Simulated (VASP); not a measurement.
YS2: single point with PBE

Crystal: YS2.

```
Y S
1.0
     0.00000    3.75141    3.75141
     3.75141    0.00000    3.75141
     3.75141    3.75141    0.00000
Y S
2 4
Cartesian
  0.0000 0.0000 0.0000
  1.8757 1.8757 1.8757
  4.6893 4.6893 4.6893
  4.6893 2.8136 2.8136
  2.8136 4.6893 2.8136
  2.8136 2.8136 4.6893
```

* Program: VASP 6.6.1
* Task: single point
* Functional: PBE
* Potentials or basis: VASP PAW PBE potentials, release 64 (Y_sv, S)
* Cutoff: 520 eV
* k mesh: 4 × 4 × 4
* Occupations: fermi-dirac, width 0.1 eV
* Spin: no spin polarisation

- Pressure: 9.3 GPa
- Band gap on the k mesh: zero (band 23 reaches 8.54 eV, above the bottom of band 24 at 7.71 eV)

Levels at points of the mesh, in eV from the Fermi level:
| k point | band 18 | band 19 | band 20 | band 21 | band 22 | band 23 | band 24 | band 25 | band 26 | band 27 |
| --- | --- | --- | --- | --- | --- | --- | --- | --- | --- | --- |
| (0.00, 0.00, 0.00) | -6.07 | -0.93 | 0.35 | 0.35 | 0.35 | 0.56 | 0.56 | 0.56 | 1.91 | 1.91 |
| (0.50, 0.00, 0.00) | -3.97 | -3.76 | -3.76 | -3.13 | -1.10 | 0.45 | 1.02 | 1.02 | 1.29 | 1.29 |
| (0.50, 0.50, 0.00) | -3.82 | -3.70 | -3.70 | -3.55 | -3.55 | -0.05 | -0.05 | 1.29 | 1.29 | 1.49 |

Run time: 36 s on 1 thread of AMD EPYC 7R13 Processor (Zen 3), with other jobs on the host, peak memory 0.22 GiB.

Caveat: the k points lie up to 0.36 Å⁻¹ apart.
